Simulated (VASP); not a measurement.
Wanted: the native input for a VASP 6.6.1 run.

| Item | Value |
| --- | --- |
| Task | single point |
| Functional | LDA |
| Potentials or basis | VASP PAW LDA potentials, release 64 (Pd, I) |
| Cutoff | 520 eV |
| k mesh | 13 × 13 × 13 |
| Occupations | fermi-dirac, width 0.1 eV |
| Spin | no spin polarisation |
| Dipole correction | no |
| Further INCAR settings | ALGO = Normal; EDIFF = 1e-06; NBANDS = 16 |

The structure of PdI (rocksalt type) lies in POSCAR:

```
PdI
1.0
    0.0000000000      2.7162568232      2.7162568232
    2.7162568232      0.0000000000      2.7162568232
    2.7162568232      2.7162568232      0.0000000000
Pd I
1 1
Direct
    0.0000000000      0.0000000000      0.0000000000
    0.5000000000      0.5000000000      0.5000000000
```

One way to write it, as run:

INCAR

```
SYSTEM = PdI
PREC = Accurate
ENCUT = 520
EDIFF = 1E-6
ISMEAR = -1
SIGMA = 0.1
LREAL = .False.
LASPH = .True.
NELM = 100
ALGO = Normal
ISIF = 2
LWAVE = .False.
LCHARG = .True.
GGA = CA
LELF = .True.
LVHAR = .True.
NBANDS = 16
```

KPOINTS

```
Automatic mesh
0
Gamma
  13 13 13
  0 0 0
```

Potentials or basis: VASP PAW LDA potentials, release 64 (Pd, I).

Launch:

```bash
$ cat potpaw_LDA.64/Pd/POTCAR potpaw_LDA.64/I/POTCAR > POTCAR
$ mpirun -np 1 vasp_std > vasp.out
```

Results of the run:

```
Pressure : 9.2 GPa
```

Caveat: an odd number of electrons without spin polarisation forces a metal; a magnetic or distorted state may lie lower.

Run time: 21 s on 1 thread of Intel(R) Xeon(R) 6975P-C (Granite Rapids), with other jobs on the host, peak memory 0.18 GiB.
